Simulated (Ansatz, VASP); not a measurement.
## C: VASP beside Ansatz

```
C
1.0
     0.00000    1.72878    1.81418
     1.72878    0.00000    1.81418
     1.72878    1.72878    0.00000
C
2
Direct
  0.50000 0.50000 0.50000
  0.75000 0.75000 0.75000
```

Alike in both runs: task single point; functional PBE; k mesh 12 × 12 × 12; occupations gaussian, width 0.05 eV; no spin polarisation.

```csv
,VASP,Ansatz
version,VASP 6.6.1,Ansatz 0.2.0
potentials or method,"VASP PAW PBE potentials, release 64 (C), cutoff 520 eV","scalar-relativistic, plane waves, PAW"
valence electrons in the cell,8,8
```

|  | VASP | Ansatz | Ansatz less VASP |
| --- | --- | --- | --- |
| gap on the k mesh at the Fermi level (eV) | 3.63 | 3.64 | +0.009 |
| least direct gap on the mesh (eV) | 5.27 | 5.27 | +0.004 |
| pressure (GPa) | 24.2 | 23.4 | -0.82 |
| traceless stress, the component that is largest in VASP (GPa) | -32.90 | -32.92 | -0.015 |
